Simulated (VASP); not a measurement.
Write the native input for VASP 6.6.1 that does the following.

- Task: single point
- Functional: PBEsol
- Potentials or basis: VASP PAW PBE potentials, release 64 (Pb_d, S)
- Cutoff: 520 eV
- k mesh: 8 × 8 × 8
- Occupations: fermi-dirac, width 0.05 eV
- Spin: no spin polarisation
- Dipole correction: no
- Further INCAR settings: ALGO = Normal; EDIFF = 1e-06; NBANDS = 17

The structure of PbS lies in POSCAR:

```
PbS
1.0
    2.1404630743      1.2357969321      3.4973414117
   -2.1404630743      1.2357969321      3.4973414117
    0.0000000000     -2.4715938643      3.4973414117
Pb S
1 1
Direct
    0.9805657800      0.9805657800      0.9805657800
    0.4750355500      0.4750355500      0.4750355500
```

This cell differs from its parent crystal: volume scaled by 1.04.

These files were run (other wordings do the same):

INCAR

```
SYSTEM = PbS
ALGO = Normal
EDIFF = 1E-6
ENCUT = 520
GGA = PS
ISIF = 2
ISMEAR = -1
LASPH = .TRUE.
LCHARG = .FALSE.
LREAL = .FALSE.
LWAVE = .FALSE.
NBANDS = 17
NELM = 80
PREC = Accurate
SIGMA = 0.05
```

KPOINTS

```
k-points
0
G
  8 8 8
  0 0 0
```

Potentials or basis: VASP PAW PBE potentials, release 64 (Pb_d, S).

Command:

```sh
$ cat potpaw_PBE.64/Pb_d/POTCAR potpaw_PBE.64/S/POTCAR > POTCAR
$ mpirun -np 1 vasp_std > vasp.out
```

Results of the run:

```
Pressure               : -3.9 GPa
Largest force          : 0.012 eV/Å
Band gap on the k mesh : 0.48 eV, direct
```

Caveat: the PAW data sets were made with another functional, which shifts forces and pressure a little; spin-orbit coupling is left out, which moves the levels of the heavy elements.

It took 98 s on 1 thread of AMD EPYC 7R13 Processor (Zen 3), with other jobs on the host, peak memory 0.18 GiB.
